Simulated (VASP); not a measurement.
Set up this calculation in VASP 6.6.1, as the native input.

```yaml
Task: single point
Functional: PBEsol
Potentials_or_basis: VASP PAW PBE potentials, release 64 (Zn, Cu)
Cutoff: 520 eV
k_mesh: 9 × 9 × 9
Occupations: fermi-dirac, width 0.05 eV
Spin: no spin polarisation
Dipole_correction: no
Further_INCAR_settings: ALGO = Fast; EDIFF = 1e-06; NBANDS = 18
```

The structure of ZnCu lies in POSCAR:

```
ZnCu
1.0
    2.9450000000      0.0000000000      0.0000000000
    0.0000000000      2.9450000000      0.0000000000
    0.0000000000      0.0000000000      2.9450000000
Zn Cu
1 1
Direct
    0.5111030000      0.5042410000      0.4952780000
   -0.0228300000     -0.0090300000      0.0035500000
```

This cell differs from its parent crystal: atoms moved at random.

The input as run:

INCAR

```
PREC = Accurate
ENCUT = 520
EDIFF = 1E-6
ISMEAR = -1
SIGMA = 0.05
LREAL = F
LASPH = T
NELM = 60
ALGO = Fast
ISIF = 2
LWAVE = F
LCHARG = T
GGA = PS
LELF = T
LVHAR = T
NBANDS = 18
```

KPOINTS

```
Automatic mesh
0
Gamma
  9 9 9
```

Potentials or basis: VASP PAW PBE potentials, release 64 (Zn, Cu).

Launch:

```bash
$ cat potpaw_PBE.64/Zn/POTCAR potpaw_PBE.64/Cu/POTCAR > POTCAR
$ mpirun -np 1 vasp_std > vasp.out
```

Results of the run:

```yaml
Pressure: -3.1 GPa
Largest_force: 0.508 eV/Å
```

Caveat: the cell differs from its parent crystal (atoms moved at random); the PAW data sets were made with another functional, which shifts forces and pressure a little.

Run time: 71 s on 1 thread of Intel(R) Xeon(R) Platinum 8559C (Emerald Rapids) (shared host), peak memory 0.28 GiB.
